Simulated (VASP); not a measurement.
# TiB2 (Pnnm) in VASP: a series of runs

Runs on TiB2. Level: PBE. Tasks: single point, relaxation of cell and atoms.

Program: VASP 6.6.1. These are calculated values, not measurements. Logs are shortened: lines on timing, memory, paths and dates and some standing lists are left out, and cuts for length are marked.

## (1) The cell of the first run

Symmetry: Pnnm, No. 58, orthorhombic system. Conventional cell: a = 4.233 Å, b = 4.362 Å, c = 2.849 Å, α = 90.00°, β = 90.00°, γ = 90.00°. Within 2.4 Å of Ti (site symmetry 2/m) lie 6 B at 1.83 to 1.88 Å. B (site symmetry m) has 3 Ti at 1.83 to 1.88 Å and 1 B at 2.44 Å within 2.5 Å.

## (2) Single point, PBE

File INCAR:

```
PREC = Accurate
ENCUT = 520
EDIFF = 1E-6
ISMEAR = 0
SIGMA = 0.1
LREAL = False
LASPH = True
NELM = 100
ALGO = Normal
ISIF = 2
LWAVE = False
LCHARG = True
GGA = PE
LELF = True
LVHAR = True
NBANDS = 27
```

File KPOINTS:

```
regular mesh
0
Gamma
  4 4 6
```

File POSCAR:

```
TiB2
1.0
    4.2328455250      0.0000000000      0.0000000000
    0.0000000000      4.3617302445      0.0000000000
    0.0000000000      0.0000000000      2.8490306418
Ti B
2 4
Direct
    0.5000000000      0.5000000000      0.5000000000
    0.0000000000      0.0000000000      0.0000000000
    0.2250000000      0.8250000000      0.5000000000
    0.7250000000      0.6750000000      0.0000000000
    0.7750000000      0.1750000000      0.5000000000
    0.2750000000      0.3250000000      0.0000000000
```

Potentials or basis: VASP PAW PBE potentials, release 64 (Ti_sv, B).

The run is started by

```bash
cat potpaw_PBE.64/Ti_sv/POTCAR potpaw_PBE.64/B/POTCAR > POTCAR
mpirun -np 1 vasp_std > vasp.out
```

OUTCAR:

```text
PREC = Accurate
   ENCUT = 520
   EDIFF = 1E-6
   ISMEAR = 0
   LREAL = False
   LASPH = True
   NELM = 100
   ISIF = 2
   GGA = PE

 ion  position               nearest neighbor table
   1  0.500  0.500  0.500-   3 1.83   5 1.83   4 1.88   6 1.88   4 1.88   6 1.88
   2  0.000  0.000  0.000-   4 1.83   6 1.83   5 1.88   3 1.88   3 1.88   5 1.88
   3  0.225  0.825  0.500-   1 1.83   2 1.88   2 1.88
   4  0.725  0.675  0.000-   2 1.83   1 1.88   1 1.88
   5  0.775  0.175  0.500-   1 1.83   2 1.88   2 1.88
   6  0.275  0.325  0.000-   2 1.83   1 1.88   1 1.88

  LATTYP: Found a simple orthorhombic cell.
 ALAT       =     2.8490306418
 B/A-ratio  =     1.4857142857
 C/A-ratio  =     1.5309523810

  Lattice vectors:

 A1 = (   0.0000000000,   0.0000000000,   2.8490306418)
 A2 = (   4.2328455250,   0.0000000000,   0.0000000000)
 A3 = (   0.0000000000,   4.3617302445,   0.0000000000)

Analysis of symmetry for initial positions (statically):
=====================================================================
 Subroutine PRICEL returns:
 Original cell was already a primitive cell.

 Routine SETGRP: Setting up the symmetry group for a
 simple orthorhombic supercell.

 Subroutine GETGRP returns: Found  8 space group operations
 (whereof  4 operations were pure point group operations)
 out of a pool of  8 trial point group operations.

The static configuration has the point symmetry C_2h.
 The point group associated with its full space group is D_2h.

Analysis of symmetry for dynamics (positions and initial velocities):
=====================================================================
 Subroutine PRICEL returns:
 Original cell was already a primitive cell.

 Routine SETGRP: Setting up the symmetry group for a
 simple orthorhombic supercell.

 Subroutine GETGRP returns: Found  8 space group operations
 (whereof  4 operations were pure point group operations)
 out of a pool of  8 trial point group operations.

The dynamic configuration has the point symmetry C_2h.
 The point group associated with its full space group is D_2h.

 Subroutine INISYM returns: Found  8 space group operations
 (whereof  4 operations are pure point group operations),
 and found     1 'primitive' translations

----------------------------------------------------------------------------------------

                                     Primitive cell

  volume of cell :      52.6003

  direct lattice vectors                    reciprocal lattice vectors
     4.232845525  0.000000000  0.000000000     0.236247695  0.000000000  0.000000000
     0.000000000  4.361730245  0.000000000     0.000000000  0.229266815  0.000000000
     0.000000000  0.000000000  2.849030642     0.000000000  0.000000000  0.350996576

  length of vectors
     4.232845525  4.361730245  2.849030642     0.236247695  0.229266815  0.350996576

  position of ions in fractional coordinates (direct lattice)
     0.500000000  0.500000000  0.500000000
     0.000000000  0.000000000  0.000000000
     0.225000000  0.825000000  0.500000000
     0.725000000  0.675000000  0.000000000
     0.775000000  0.175000000  0.500000000
     0.275000000  0.325000000  0.000000000

  ion indices of the primitive-cell ions
   primitive index   ion index
                 1           1
                 2           2
                 3           3
                 4           4
                 5           5
                 6           6

----------------------------------------------------------------------------------------

 KPOINTS: regular mesh

Automatic generation of k-mesh.
 Grid dimensions read from file:
 generate k-points for:    4    4    6

 Generating k-lattice:

  Cartesian coordinates                     Fractional coordinates (reciprocal lattice)
     0.059061924  0.000000000  0.000000000     0.250000000  0.000000000  0.000000000
     0.000000000  0.057316704  0.000000000     0.000000000  0.250000000  0.000000000
     0.000000000  0.000000000  0.058499429     0.000000000  0.000000000  0.166666667

  Length of vectors
     0.059061924  0.057316704  0.058499429

  Shift w.r.t. Gamma in fractional coordinates (k-lattice)
     0.000000000  0.000000000  0.000000000

 Subroutine IBZKPT returns following result:
 ===========================================

 Found     36 irreducible k-points:

 Following reciprocal coordinates:
            Coordinates               Weight
  0.000000  0.000000  0.000000      1.000000
  0.250000  0.000000  0.000000      2.000000
  0.500000  0.000000  0.000000      1.000000
  0.000000  0.250000  0.000000      2.000000
  0.250000  0.250000  0.000000      4.000000
  0.500000  0.250000  0.000000      2.000000
[... 16 lines left out ...]
  0.250000  0.250000  0.333333      8.000000
  0.500000  0.250000  0.333333      4.000000
 [... further k-points ...]
   k-points           NKPTS =     36   k-points in BZ     NKDIM =     36   number of bands    NBANDS=     27
   number of dos      NEDOS =    301   number of ions     NIONS =      6
   total plane-waves  NPLWV =  24576
   dimension x,y,z NGX =    32 NGY =   32 NGZ =   24
   dimension x,y,z NGXF=    64 NGYF=   64 NGZF=   48
   ions per type =               2   4
   NGX,Y,Z   is equivalent  to a cutoff of  12.57, 12.20, 14.00 a.u.
   NGXF,Y,Z  is equivalent  to a cutoff of  25.14, 24.39, 28.01 a.u.
 SYSTEM =  unknown system
   PREC   = accura    normal or accurate (medium, high low for compatibility)
   ISTART =      0    job   : 0-new  1-cont  2-samecut
   ICHARG =      2    charge: 1-file 2-atom 10-const
   ISPIN  =      1    spin polarized calculation?
   LNONCOLLINEAR =      F non collinear calculations
   LSORBIT =      F    spin-orbit coupling
   LASPH  =      T    aspherical Exc in radial PAW
   ENCUT  =  520.0 eV  38.22 Ry    6.18 a.u.   7.87  8.11  5.30*2*pi/ulx,y,z
   NELM   =    100;   NELMIN=  2; NELMDL= -5     # of ELM steps
   EDIFF  = 0.1E-05   stopping-criterion for ELM
   LREAL  =      F    real-space projection
   EDIFFG = 0.1E-04   stopping-criterion for IOM
   NSW    =      0    number of steps for IOM
   IBRION =     -1    ionic relax: 0-MD 1-quasi-New 2-CG
   NFREE  =      0    steps in history (QN), initial steepest desc. (CG)
   ISIF   =      2    stress and relaxation
   ISYM   =      2    0-nonsym 1-usesym 2-fastsym
   POTIM  = 0.5000    time-step for ionic-motion
   TEBEG  =    0.0;   TEEND  =   0.0 temperature during run
   PSTRESS=    0.0 pullay stress
   NELECT =      36.0000    total number of electrons
   NUPDOWN=      -1.0000    fix difference up-down
   EMIN   =  10.00;   EMAX   =-10.00  energy-range for DOS
   EFERMI =   0.00;   METHOD = LEGACY
   ISMEAR =     0;   SIGMA  =   0.10  broadening in eV -4-tet -1-fermi 0-gaus
   EFERMI_NEDOS =   21; number of points for ismear=-14 and -15
   IALGO  =     38    algorithm
   IMIX   =      4    mixing-type and parameters
     AMIX     =   0.40;   BMIX     =  1.00
     AMIX_MAG =   1.60;   BMIX_MAG =  1.00
  volume/ion in A,a.u.               =       8.77        59.16
  Fermi-wavevector in a.u.,A,eV,Ry     =   1.442712  2.726330 28.319398  2.081417
  Thomas-Fermi vector in A             =   2.561201
   LORBIT       =      0    0 simple, 1 ext, 2 COOP (PROOUT), +10 PAW based schemes
   GGA     = PE    functional components
   LHFCALC =     F    Hartree Fock is set to
   AEXX    =    0.0000 exact exchange contribution
   IVDW    =     0    specifies the selected vdW correction
   LEPSILON=     F    determine dielectric tensor
   LRPA    =     F    only Hartree local field effects (RPA)
 non-spin polarized calculation
 Gauss-broadening in eV      SIGMA  =   0.10
  energy-cutoff  :      520.00
  volume of cell :       52.60
 maximum number of plane-waves:      1436
 NGX is ok and might be reduce to    32
   NGX = 15   NGY = 17   NGZ = 11

 number of electron      36.0000002 magnetization

 Free energy of the ion-electron system (eV)
  ---------------------------------------------------
  ext. energy  EPLUGINS =         0.00000000
  ---------------------------------------------------
  free energy    TOTEN  =       -25.89469204 eV

  energy without entropy =      -25.88031707  energy(sigma->0) =      -25.88750455

 E-fermi :   9.0092     XC(G=0): -12.4355

 val. band max:        9.0016690948   @ k =   0.0000   0.0000   0.3333
 cond. band min:       9.0100134081   @ k =   0.0000   0.5000   0.1667
 fundamental gap:      0.0083443134
 Fermi energy:         9.0092113800

 k-point     1 :       0.0000    0.0000    0.0000
  band No.  band energies     occupation
      1     -46.4672      2.00000
      2     -46.4371      2.00000
      3     -23.2591      2.00000
      4     -23.1961      2.00000
      5     -22.9650      2.00000
      6     -22.9254      2.00000
[... 19 lines left out ...]
     26      14.9402      0.00000
     27      15.0176      0.00000

 k-point     2 :       0.2500    0.0000    0.0000
  band No.  band energies     occupation
      1     -46.4626      2.00000
      2     -46.4413      2.00000
      3     -23.2384      2.00000
      4     -23.1931      2.00000
      5     -22.9786      2.00000
      6     -22.9501      2.00000
[... 19 lines left out ...]
     26      15.0346      0.00000
     27      15.2689      0.00000

 k-point     3 :       0.5000    0.0000    0.0000
  band No.  band energies     occupation
      1     -46.4518      2.00000
      2     -46.4518      2.00000
      3     -23.2020      2.00000
      4     -23.2020      2.00000
      5     -22.9854      2.00000
      6     -22.9854      2.00000
[... 594 lines left out ...]
      1     -46.4025      2.00000
      2     -46.3949      2.00000
      3     -23.2738      2.00000
      4     -23.2541      2.00000
      5     -23.1603      2.00000
      6     -23.1319      2.00000
[... 19 lines left out ...]
     26      14.1087      0.00000
     27      14.6326      0.00000

 k-point    24 :       0.5000    0.2500    0.3333
  band No.  band energies     occupation
      1     -46.3986      2.00000
      2     -46.3986      2.00000
      3     -23.2630      2.00000
      4     -23.2630      2.00000
      5     -23.1518      2.00000
      6     -23.1518      2.00000
[... 19 lines left out ...]
     26      13.6755      0.00000
     27      14.3956      0.00000

 [... further k-points ...]

------------------------ aborting loop because EDIFF is reached ----------------------------------------

  FORCE on cell =-STRESS in cart. coord.  units (eV):
  Direction    XX          YY          ZZ          XY          YZ          ZX
  --------------------------------------------------------------------------------------
  -------------------------------------------------------------------------------------
  Total       29.9417794     24.7233318     39.6482765      0.0000000      0.0000000      0.0000000
  in kB      912.0105156    753.0594047   1207.6652053      0.0000000      0.0000000      0.0000000
  external PRESSURE =     957.5783752 kB  Pullay stress =       0.0000000 kB

 VOLUME and BASIS-vectors are now :
 -----------------------------------------------------------------------------
  energy-cutoff  :      520.00
  volume of cell :       52.60
      direct lattice vectors                 reciprocal lattice vectors
     4.232845525  0.000000000  0.000000000     0.236247695  0.000000000  0.000000000
     0.000000000  4.361730245  0.000000000     0.000000000  0.229266815  0.000000000
     0.000000000  0.000000000  2.849030642     0.000000000  0.000000000  0.350996576

 POSITION                                       TOTAL-FORCE (eV/Angst)
 -----------------------------------------------------------------------------------
      2.11642      2.18087      1.42452        -0.000000      0.000000      0.000000
      0.00000      0.00000      0.00000        -0.000000      0.000000      0.000000
      0.95239      3.59843      1.42452         0.963974      0.892925      0.000000
      3.06881      2.94417      0.00000         0.963974     -0.892925      0.000000
      3.28046      0.76330      1.42452        -0.963974     -0.892925      0.000000
      1.16403      1.41756      0.00000        -0.963974      0.892925      0.000000
 -----------------------------------------------------------------------------------
    total drift:                                0.000000     -0.000000     -0.000000

  FREE ENERGIE OF THE ION-ELECTRON SYSTEM (eV)
  ---------------------------------------------------
  free  energy   TOTEN  =       -25.8946920371 eV

  energy  without entropy=      -25.8803170695  energy(sigma->0) =      -25.88750455
```

Run time: 17 s. Hardware: 1 thread of Intel Xeon 6975P-C (Granite Rapids), shared host; peak memory 0.18 GiB.

Results:

| Item | Value |
| --- | --- |
| Free energy | -25.8947 eV |
| Pressure | 95.8 GPa |
| Largest force | 1.314 eV/Å |
| Band gap on the k mesh | zero (bands 18 and 19 overlap by 0.95 eV) |

Forces in eV/Å, atoms in the order of the input:
```
Ti   0.000  0.000  0.000
Ti   0.000  0.000  0.000
B    0.964  0.893  0.000
B    0.964 -0.893  0.000
B   -0.964 -0.893  0.000
B   -0.964  0.893  0.000
```

Levels at points of the mesh, in eV from the Fermi level:
| k point | band 15 | band 16 | band 17 | band 18 | band 19 | band 20 | band 21 | band 22 |
| --- | --- | --- | --- | --- | --- | --- | --- | --- |
| (0.00, 0.00, 0.00) | -3.93 | -2.08 | -1.95 | 0.82 | 0.96 | 1.65 | 1.81 | 2.44 |
| (0.50, 0.00, 0.00) | -1.92 | -1.92 | -1.55 | -1.55 | 0.89 | 0.89 | 1.54 | 1.54 |
| (0.00, 0.50, 0.00) | -2.28 | -2.28 | -1.79 | -1.79 | 0.71 | 0.71 | 1.57 | 1.57 |
| (0.50, 0.50, 0.00) | -2.35 | -2.35 | -1.05 | -1.05 | 2.34 | 2.34 | 2.75 | 2.75 |
| (0.00, 0.00, 0.50) | -3.18 | -3.18 | -2.56 | -2.56 | 0.14 | 0.14 | 2.06 | 2.06 |
| (0.50, 0.00, 0.50) | -1.91 | -1.91 | -0.46 | -0.46 | 0.53 | 0.53 | 0.86 | 0.86 |
| (0.00, 0.50, 0.50) | -2.04 | -2.04 | 0.16 | 0.16 | 0.18 | 0.18 | 0.61 | 0.61 |
| (0.50, 0.50, 0.50) | -3.54 | -3.54 | -0.62 | -0.62 | 0.76 | 0.76 | 1.11 | 1.11 |

Caveat: the k points lie up to 0.37 Å⁻¹ apart, too coarse for converged energies and pressures of a metal; forces of over 1 eV/Å act on the atoms, so gaps and moduli don't describe the material at rest.

## (3) Relaxation of cell and atoms, PBE

File INCAR:

```
SYSTEM = TiB2
  PREC = Accurate
  ENCUT = 600
  EDIFF = 1E-6
  ISMEAR = 0
  SIGMA = 0.1
  LREAL = .FALSE.
  LASPH = .TRUE.
  NELM = 80
  ALGO = Normal
  ISIF = 3
  LWAVE = .FALSE.
  LCHARG = .FALSE.
  GGA = PE
  IBRION = 2
  NSW = 90
  EDIFFG = -0.04
```

File KPOINTS:

```
Automatic mesh
0
G
  4 4 6
  0 0 0
```

POSCAR is that of step 2.

Potentials or basis: VASP PAW PBE potentials, release 64 (Ti_sv, B).

The run is started by

```bash
cat potpaw_PBE.64/Ti_sv/POTCAR potpaw_PBE.64/B/POTCAR > POTCAR
mpirun -np 1 vasp_std > vasp.out
```

It took 13 min on 1 thread of Intel Xeon 6975P-C (Granite Rapids), shared host; peak memory 0.23 GiB.

The run converged. Its results:

```
Free energy                           : -42.1126 eV
Relaxed volume                        : 10.77 Å³/atom
Relaxed cell                          : a = 4.578 Å, b = 3.096 Å, c = 4.559 Å, α = 90.00°, β = 90.00°, γ = 90.00°
Space group after relaxing (to 0.1 Å) : I4/mmm (No. 139)
Pressure after relaxing               : -0.1 GPa
Largest force after relaxing          : 0.011 eV/Å
Band gap on the k mesh                : zero (bands 18 and 19 overlap by 0.80 eV)
```

Forces on the atoms (eV/Å):
```
Ti   0.000  0.000  0.000
Ti   0.000  0.000  0.000
B   -0.011  0.002  0.000
B   -0.011 -0.002  0.000
B    0.011 -0.002  0.000
B    0.011  0.002  0.000
```

Stress tensor (GPa, compression positive):
```
-0.15  0.00  0.00
 0.00  0.11  0.00
 0.00  0.00 -0.13
```

Final structure:
```yaml
crystal:
  lattice:
    - [4.57764, 0.00000, 0.00000]
    - [0.00000, 3.09563, 0.00000]
    - [0.00000, 0.00000, 4.55880]
  atoms:
    - { symbol: Ti, position: [0.50000, 0.50000, 0.50000] }
    - { symbol: Ti, position: [0.00000, 0.00000, 0.00000] }
    - { symbol: B, position: [0.00070, 0.24995, 0.50000] }
    - { symbol: B, position: [0.50070, 0.25005, 0.00000] }
    - { symbol: B, position: [0.99930, 0.75005, 0.50000] }
    - { symbol: B, position: [0.49930, 0.74995, 0.00000] }
```

Levels at points of the mesh, in eV from the Fermi level:
```csv
k point,band 15,band 16,band 17,band 18,band 19,band 20,band 21,band 22
"(0.00, 0.00, 0.00)",-1.54,-1.53,-1.14,-0.51,-0.29,0.36,0.38,1.41
"(0.50, 0.00, 0.00)",-4.07,-4.07,-0.53,-0.53,0.71,0.71,0.87,0.87
"(0.00, 0.50, 0.00)",-3.00,-3.00,0.50,0.50,1.19,1.19,1.20,1.20
"(0.50, 0.50, 0.00)",-2.32,-2.32,-0.54,-0.54,0.17,0.17,0.98,0.98
"(0.00, 0.00, 0.50)",-4.11,-4.11,-0.54,-0.54,0.70,0.70,0.89,0.89
"(0.50, 0.00, 0.50)",-3.37,-3.37,-0.69,-0.69,0.09,0.09,1.75,1.75
"(0.00, 0.50, 0.50)",-2.32,-2.32,-0.55,-0.55,0.14,0.14,0.99,0.99
"(0.50, 0.50, 0.50)",-2.90,-2.90,-1.76,-1.76,0.86,0.86,0.88,0.88
```

Caveat: the k points lie up to 0.51 Å⁻¹ apart in the final cell, too coarse for converged energies and pressures of a metal; the volume moved by over 15 % at a fixed basis, so the end points are rough.

The gap in the log of VASP goes by the Fermi energy; the results here count the filled bands.